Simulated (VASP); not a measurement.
# ZnS (rocksalt type) (Fm-3m) in VASP: a series of runs

Runs on ZnS (rocksalt type). Level: LDA. Tasks: single point.

Everything below comes from runs of VASP 6.6.1. Logs are shortened: lines on timing, memory, paths and dates and some standing lists are left out, and cuts for length are marked.

## Step 1: The cell of the first run

It takes space group Fm-3m (No. 225, cubic). Conventional cell: a = 4.759 Å, b = 4.759 Å, c = 4.759 Å, α = 90.00°, β = 90.00°, γ = 90.00°. Within 3.1 Å of Zn (site symmetry m-3m) lie 6 S at 2.38 Å. S (site symmetry m-3m) has 6 Zn at 2.38 Å within 3.1 Å.

## Step 2: Single point, LDA (volume scaled by 0.88)

Contents of INCAR:

```
SYSTEM = ZnS
PREC = Accurate
ENCUT = 500
EDIFF = 1E-6
ISMEAR = -1
SIGMA = 0.08
LREAL = .FALSE.
LASPH = .TRUE.
NELM = 120
ALGO = Normal
ISIF = 2
LWAVE = .FALSE.
LCHARG = .TRUE.
LELF = .TRUE.
LVHAR = .TRUE.
NBANDS = 16
GGA_COMPAT = .FALSE.
```

Contents of KPOINTS:

```
regular mesh
0
G
  16 16 16
  0 0 0
```

Contents of POSCAR:

```
ZnS
1.0
    0.0000000000      2.3796583930      2.3796583930
    2.3796583930      0.0000000000      2.3796583930
    2.3796583930      2.3796583930      0.0000000000
Zn S
1 1
Direct
    0.0000000000      0.0000000000      0.0000000000
    0.5000000000      0.5000000000      0.5000000000
```

Potentials or basis: VASP PAW LDA potentials, release 64 (Zn, S).

Launch:

```console
> cat potpaw_LDA.64/Zn/POTCAR potpaw_LDA.64/S/POTCAR > POTCAR
> mpirun -np 1 vasp_std > vasp.out
```

OUTCAR:

```text
SYSTEM = ZnS
   PREC = Accurate
   ENCUT = 500
   EDIFF = 1E-6
   ISMEAR = -1
   LREAL = .FALSE.
   LASPH = .TRUE.
   NELM = 120
   ISIF = 2

 ion  position               nearest neighbor table
   1  0.000  0.000  0.000-   2 2.38   2 2.38   2 2.38   2 2.38   2 2.38   2 2.38
   2  0.500  0.500  0.500-   1 2.38   1 2.38   1 2.38   1 2.38   1 2.38   1 2.38

  LATTYP: Found a face centered cubic cell.
 ALAT       =     4.7593167860

  Lattice vectors:

 A1 = (   0.0000000000,   2.3796583930,   2.3796583930)
 A2 = (   2.3796583930,   0.0000000000,   2.3796583930)
 A3 = (   2.3796583930,   2.3796583930,   0.0000000000)

Analysis of symmetry for initial positions (statically):
=====================================================================
 Subroutine PRICEL returns:
 Original cell was already a primitive cell.

 Routine SETGRP: Setting up the symmetry group for a
 face centered cubic supercell.

 Subroutine GETGRP returns: Found 48 space group operations
 (whereof 48 operations were pure point group operations)
 out of a pool of 48 trial point group operations.

The static configuration has the point symmetry O_h .

Analysis of symmetry for dynamics (positions and initial velocities):
=====================================================================
 Subroutine PRICEL returns:
 Original cell was already a primitive cell.

 Routine SETGRP: Setting up the symmetry group for a
 face centered cubic supercell.

 Subroutine GETGRP returns: Found 48 space group operations
 (whereof 48 operations were pure point group operations)
 out of a pool of 48 trial point group operations.

The dynamic configuration has the point symmetry O_h .

 Subroutine INISYM returns: Found 48 space group operations
 (whereof 48 operations are pure point group operations),
 and found     1 'primitive' translations

----------------------------------------------------------------------------------------

                                     Primitive cell

  volume of cell :      26.9509

  direct lattice vectors                    reciprocal lattice vectors
     0.000000000  2.379658393  2.379658393    -0.210114192  0.210114192  0.210114192
     2.379658393  0.000000000  2.379658393     0.210114192 -0.210114192  0.210114192
     2.379658393  2.379658393  0.000000000     0.210114192  0.210114192 -0.210114192

  length of vectors
     3.365345173  3.365345173  3.365345173     0.363928456  0.363928456  0.363928456

  position of ions in fractional coordinates (direct lattice)
     0.000000000  0.000000000  0.000000000
     0.500000000  0.500000000  0.500000000

  ion indices of the primitive-cell ions
   primitive index   ion index
[... 77 lines left out ...]
   NSW    =      0    number of steps for IOM
   IBRION =     -1    ionic relax: 0-MD 1-quasi-New 2-CG
   NFREE  =      0    steps in history (QN), initial steepest desc. (CG)
   ISIF   =      2    stress and relaxation
   ISYM   =      2    0-nonsym 1-usesym 2-fastsym
   POTIM  = 0.5000    time-step for ionic-motion
   TEBEG  =    0.0;   TEEND  =   0.0 temperature during run
   PSTRESS=    0.0 pullay stress
   NELECT =      18.0000    total number of electrons
   NUPDOWN=      -1.0000    fix difference up-down
   EMIN   =  10.00;   EMAX   =-10.00  energy-range for DOS
   EFERMI =   0.00;   METHOD = LEGACY
   ISMEAR =    -1;   SIGMA  =   0.08  broadening in eV -4-tet -1-fermi 0-gaus
   EFERMI_NEDOS =   21; number of points for ismear=-14 and -15
   IALGO  =     38    algorithm
   IMIX   =      4    mixing-type and parameters
     AMIX     =   0.40;   BMIX     =  1.00
     AMIX_MAG =   1.60;   BMIX_MAG =  1.00
  volume/ion in A,a.u.               =      13.48        90.94
  Fermi-wavevector in a.u.,A,eV,Ry     =   1.431005  2.704207 27.861662  2.047774
  Thomas-Fermi vector in A             =   2.550788
   LORBIT       =      0    0 simple, 1 ext, 2 COOP (PROOUT), +10 PAW based schemes
   GGA     = CA    functional components
   LHFCALC =     F    Hartree Fock is set to
   AEXX    =    0.0000 exact exchange contribution
   IVDW    =     0    specifies the selected vdW correction
   LEPSILON=     F    determine dielectric tensor
   LRPA    =     F    only Hartree local field effects (RPA)
 non-spin polarized calculation
  energy-cutoff  :      500.00
  volume of cell :       26.95
 maximum number of plane-waves:       701
 NGX is ok and might be reduce to    28
   NGX = 13   NGY = 13   NGZ = 13

 number of electron      18.0000008 magnetization

 Free energy of the ion-electron system (eV)
  ---------------------------------------------------
  ext. energy  EPLUGINS =         0.00000000
  ---------------------------------------------------
  free energy    TOTEN  =        -7.46386283 eV

  energy without entropy =       -7.45722138  energy(sigma->0) =       -7.46054211

 E-fermi :   6.2130     XC(G=0): -12.1511

 val. band max:        6.1814429382   @ k =  -0.1875   0.1875   0.0000
 cond. band min:       6.2194414437   @ k =  -0.4375   0.5000   0.0625
 fundamental gap:      0.0379985055
 Fermi energy:         6.2129561039

 k-point     1 :       0.0000    0.0000    0.0000
  band No.  band energies     occupation
      1      -9.5200      2.00000
      2      -0.9716      2.00000
      3      -0.9716      2.00000
      4      -0.9547      2.00000
      5      -0.9547      2.00000
      6      -0.9547      2.00000
[... 433 lines left out ...]
      3      -1.0135      2.00000
      4      -0.9814      2.00000
      5      -0.9376      2.00000
      6      -0.9238      2.00000
[... 8 lines left out ...]
     15      17.3848      0.00000
     16      18.9909      0.00000

 [... further k-points ...]

------------------------ aborting loop because EDIFF is reached ----------------------------------------

  FORCE on cell =-STRESS in cart. coord.  units (eV):
  Direction    XX          YY          ZZ          XY          YZ          ZX
  --------------------------------------------------------------------------------------
  -------------------------------------------------------------------------------------
  Total        3.1802627      3.1802627      3.1802627     -0.0000000      0.0000000     -0.0000000
  in kB      189.0600323    189.0600323    189.0600323     -0.0000000      0.0000000     -0.0000000
  external PRESSURE =     189.0600323 kB  Pullay stress =       0.0000000 kB

 VOLUME and BASIS-vectors are now :
 -----------------------------------------------------------------------------
  energy-cutoff  :      500.00
  volume of cell :       26.95
      direct lattice vectors                 reciprocal lattice vectors
     0.000000000  2.379658393  2.379658393    -0.210114192  0.210114192  0.210114192
     2.379658393  0.000000000  2.379658393     0.210114192 -0.210114192  0.210114192
     2.379658393  2.379658393  0.000000000     0.210114192  0.210114192 -0.210114192

 POSITION                                       TOTAL-FORCE (eV/Angst)
 -----------------------------------------------------------------------------------
      0.00000      0.00000      0.00000        -0.000000     -0.000000      0.000000
      2.37966      2.37966      2.37966         0.000000      0.000000     -0.000000
 -----------------------------------------------------------------------------------
    total drift:                               -0.000000      0.000000      0.000000

  FREE ENERGIE OF THE ION-ELECTRON SYSTEM (eV)
  ---------------------------------------------------
  free  energy   TOTEN  =        -7.4638628270 eV

  energy  without entropy=       -7.4572213844  energy(sigma->0) =       -7.46054211
```

It took 49 s on 1 thread of Intel Xeon 6975P-C, shared host; peak memory 0.18 GiB.

What came out:

```
Free energy            : -7.4639 eV
Pressure               : 18.9 GPa
Band gap on the k mesh : zero (band 9 reaches 6.18 eV, above the bottom of band 10 at 5.60 eV)
```

Caveat: the cell differs from its parent crystal (volume scaled by 0.88).

## Step 3: Single point, LDA (volume scaled by 0.94)

Contents of INCAR:

```
SYSTEM = ZnS
PREC     = Accurate       ! precision mode
ENCUT    = 500            ! plane-wave cutoff, eV
EDIFF    = 1E-6           ! SCF threshold, eV
ISMEAR   = -1             ! smearing method
SIGMA    = 0.08           ! smearing width, eV
LREAL    = .FALSE.        ! projectors in reciprocal space
LASPH    = .TRUE.         ! aspherical terms in the spheres
NELM     = 120            ! most SCF steps
ALGO     = Normal         ! electronic algorithm
ISIF     = 2              ! what is computed and relaxed
LWAVE    = .FALSE.        ! write WAVECAR
LCHARG   = .TRUE.         ! write CHGCAR
LELF     = .TRUE.         ! ELF
LVHAR    = .TRUE.       
NBANDS   = 16             ! bands
GGA_COMPAT= .FALSE.
```

KPOINTS is that of step 2.

Contents of POSCAR:

```
ZnS
1.0
    0.0000000000      2.4325569193      2.4325569193
    2.4325569193      0.0000000000      2.4325569193
    2.4325569193      2.4325569193      0.0000000000
Zn S
1 1
Direct
    0.0000000000      0.0000000000      0.0000000000
    0.5000000000      0.5000000000      0.5000000000
```

Potentials or basis: VASP PAW LDA potentials, release 64 (Zn, S).

Launch:

```console
> cat potpaw_LDA.64/Zn/POTCAR potpaw_LDA.64/S/POTCAR > POTCAR
> mpirun -np 1 vasp_std > vasp.out
```

Run time: 54 s. Hardware: 1 thread of Intel Xeon 6975P-C, shared host; peak memory 0.19 GiB.

Results (log left out):

- Free energy: -7.6163 eV
- Pressure: 8.1 GPa
- Band gap on the k mesh: zero (band 9 reaches 5.32 eV, above the bottom of band 10 at 4.77 eV)

Levels at points of the mesh, in eV from the Fermi level:
| k point | band 7 | band 8 | band 9 | band 10 | band 11 | band 12 |
| --- | --- | --- | --- | --- | --- | --- |
| (0.00, 0.00, 0.00) | -0.86 | -0.86 | -0.86 | 2.63 | 8.86 | 8.86 |
| (0.50, 0.00, 0.00) | -5.95 | -0.15 | -0.15 | 3.63 | 5.19 | 5.19 |
| (0.50, 0.50, 0.00) | -5.98 | -3.20 | -3.20 | -0.59 | 4.89 | 12.85 |

Caveat: the cell differs from its parent crystal (volume scaled by 0.94).

## Step 4: Single point, LDA (volume scaled by 0.94)

Contents of INCAR:

```
ALGO = Normal
EDIFF = 1E-6
ENCUT = 500
GGA_COMPAT = F
ISIF = 2
ISMEAR = -1
LASPH = T
LCHARG = F
LREAL = F
LWAVE = F
NBANDS = 16
NELM = 120
PREC = Accurate
SIGMA = 0.08
```

Contents of KPOINTS:

```
k-points
0
Gamma
  16 16 16
```

POSCAR is that of step 3.

Launch:

```console
> cat potpaw_LDA.64/Zn/POTCAR potpaw_LDA.64/S/POTCAR > POTCAR
> mpirun -np 1 vasp_std > vasp.out
```

Wall time 52 s (1 thread of Intel Xeon 6975P-C, shared host); peak memory 0.18 GiB.

The run converged. Its results:

```yaml
Free_energy: -7.6163 eV
Pressure: 8.1 GPa
Band_gap_on_the_k_mesh: zero (band 9 reaches 5.32 eV, above the bottom of band 10 at 4.77 eV)
```

Levels at points of the mesh, in eV from the Fermi level:
```csv
k point,band 6,band 7,band 8,band 9,band 10,band 11,band 12,band 13
"(0.00, 0.00, 0.00)",-6.91,-0.86,-0.86,-0.86,2.63,8.86,8.86,8.86
"(0.50, 0.00, 0.00)",-6.67,-5.95,-0.15,-0.15,3.63,5.19,5.19,8.42
"(0.50, 0.50, 0.00)",-6.41,-5.98,-3.20,-3.20,-0.59,4.89,12.85,13.28
```

Caveat: the cell differs from its parent crystal (volume scaled by 0.94).

## Step 5: Single point, LDA

This run uses another cell than the first one, of 15.31 Å³/atom, 1.136 times its volume.

Contents of INCAR:

```
SYSTEM = ZnS
PREC     = Accurate       ! precision mode
ENCUT    = 500            ! plane-wave cutoff, eV
EDIFF    = 1E-6           ! SCF threshold, eV
ISMEAR   = -1             ! smearing method
SIGMA    = 0.08           ! smearing width, eV
LREAL    = .False.        ! projectors in reciprocal space
LASPH    = .True.         ! aspherical terms in the spheres
NELM     = 120            ! most SCF steps
ALGO     = Normal         ! electronic algorithm
ISIF     = 2              ! what is computed and relaxed
LWAVE    = .False.        ! write WAVECAR
LCHARG   = .True.         ! write CHGCAR
LELF     = .True.         ! ELF
LVHAR    = .True.       
NBANDS   = 16             ! bands
GGA_COMPAT= .False.
```

Contents of KPOINTS:

```
Automatic mesh
0
Gamma
  16 16 16
  0 0 0
```

Contents of POSCAR:

```
ZnS
1.0
    0.0000000000      2.4832497089      2.4832497089
    2.4832497089      0.0000000000      2.4832497089
    2.4832497089      2.4832497089      0.0000000000
Zn S
1 1
Direct
    0.0000000000      0.0000000000      0.0000000000
    0.5000000000      0.5000000000      0.5000000000
```

Potentials or basis: VASP PAW LDA potentials, release 64 (Zn, S).

Launch:

```console
> cat potpaw_LDA.64/Zn/POTCAR potpaw_LDA.64/S/POTCAR > POTCAR
> mpirun -np 1 vasp_std > vasp.out
```

OUTCAR:

```text
SYSTEM = ZnS
   PREC = Accurate
   ENCUT = 500
   EDIFF = 1E-6
   ISMEAR = -1
   LREAL = .False.
   LASPH = .True.
   NELM = 120
   ISIF = 2

 ion  position               nearest neighbor table
   1  0.000  0.000  0.000-   2 2.48   2 2.48   2 2.48   2 2.48   2 2.48   2 2.48
   2  0.500  0.500  0.500-   1 2.48   1 2.48   1 2.48   1 2.48   1 2.48   1 2.48

  LATTYP: Found a face centered cubic cell.
 ALAT       =     4.9664994178

  Lattice vectors:

 A1 = (   0.0000000000,   2.4832497089,   2.4832497089)
 A2 = (   2.4832497089,   0.0000000000,   2.4832497089)
[... 642 lines left out ...]

  FORCE on cell =-STRESS in cart. coord.  units (eV):
  Direction    XX          YY          ZZ          XY          YZ          ZX
  --------------------------------------------------------------------------------------
  -------------------------------------------------------------------------------------
  Total        0.0658498      0.0658498      0.0658498      0.0000000      0.0000000      0.0000000
  in kB        3.4448761      3.4448761      3.4448761      0.0000000      0.0000000      0.0000000
  external PRESSURE =       3.4448761 kB  Pullay stress =       0.0000000 kB

 VOLUME and BASIS-vectors are now :
 -----------------------------------------------------------------------------
  energy-cutoff  :      500.00
  volume of cell :       30.63
      direct lattice vectors                 reciprocal lattice vectors
     0.000000000  2.483249709  2.483249709    -0.201349062  0.201349062  0.201349062
     2.483249709  0.000000000  2.483249709     0.201349062 -0.201349062  0.201349062
     2.483249709  2.483249709  0.000000000     0.201349062  0.201349062 -0.201349062

 POSITION                                       TOTAL-FORCE (eV/Angst)
 -----------------------------------------------------------------------------------
      0.00000      0.00000      0.00000        -0.000000      0.000000      0.000000
      2.48325      2.48325      2.48325         0.000000     -0.000000     -0.000000
 -----------------------------------------------------------------------------------
    total drift:                               -0.000000      0.000000      0.000000

  FREE ENERGIE OF THE ION-ELECTRON SYSTEM (eV)
  ---------------------------------------------------
  free  energy   TOTEN  =        -7.6631899905 eV

  energy  without entropy=       -7.6563595448  energy(sigma->0) =       -7.65977477
```

stdout:

```text
POSCAR found type information on POSCAR ZnS
 POSCAR found :  2 types and       2 ions
 scaLAPACK will be used
 LDA part: xc-table for (Slater(with rela. corr.)+CA(PZ))
 , standard interpolation
 POSCAR, INCAR and KPOINTS ok, starting setup
 FFT: planning ... GRIDC
 FFT: planning ... GRID_SOFT
 FFT: planning ... GRID
 WAVECAR not read
 entering main loop
```

It took 57 s on 1 thread of Intel Xeon 6975P-C, shared host; peak memory 0.19 GiB.

What came out:

```
Free energy            : -7.6632 eV
Pressure               : 0.3 GPa
Band gap on the k mesh : zero (band 9 reaches 4.57 eV, above the bottom of band 10 at 4.05 eV)
```

Levels at points of the mesh, in eV from the Fermi level:
```
           k point  band 7  band 8  band 9  band 10  band 11  band 12
(0.00, 0.00, 0.00)   -0.77   -0.77   -0.77     2.12     8.90     8.90
(0.50, 0.00, 0.00)   -5.77   -0.16   -0.16     3.64     5.28     5.28
(0.50, 0.50, 0.00)   -5.91   -2.92   -2.92    -0.58     5.07    12.23
```

## Step 6: Summary

```csv
cell,gap on the mesh (eV),pressure (GPa)
"a = 3.365 Å, angles 60.0°, 2 atoms",none,18.9
"a = 3.440 Å, angles 60.0°, 2 atoms",none,8.1
"a = 3.512 Å, angles 60.0°, 2 atoms",none,0.3
```

Alike in all rows: task single point; level LDA; potentials or basis VASP PAW LDA potentials, release 64 (Zn, S); no spin polarisation; k mesh 16 × 16 × 16; cutoff (eV) 500; smearing fermi-dirac 0.08 eV.

Total energies depend on the potentials used, so only differences within one code and one set of settings carry meaning.
